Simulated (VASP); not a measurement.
Input of a VASP 6.6.1 run:

File INCAR:

```
PREC = Accurate
ENCUT = 520
EDIFF = 1E-6
ISMEAR = -1
SIGMA = 0.1
LREAL = F
LASPH = T
NELM = 100
ALGO = Normal
ISIF = 2
LWAVE = F
LCHARG = F
GGA = PS
NBANDS = 12
```

File KPOINTS:

```
Automatic mesh
0
Gamma
  9 9 9
```

Contents of POSCAR:

```
Ag
1.0
    0.0000000000      2.0260530265      2.0260530265
    2.0260530265      0.0000000000      2.0260530265
    2.0260530265      2.0260530265      0.0000000000
Ag
1
Direct
    0.0000000000      0.0000000000      0.0000000000
```

Potentials or basis: VASP PAW PBE potentials, release 64 (Ag).

Run with:

```bash
$ cat potpaw_PBE.64/Ag/POTCAR > POTCAR
$ mpirun -np 1 vasp_std > vasp.out
```

(1) Estimate the pressure.

Results:

(1) -0.2 GPa.

Caveat: the PAW data sets were made with another functional, which shifts forces and pressure a little.
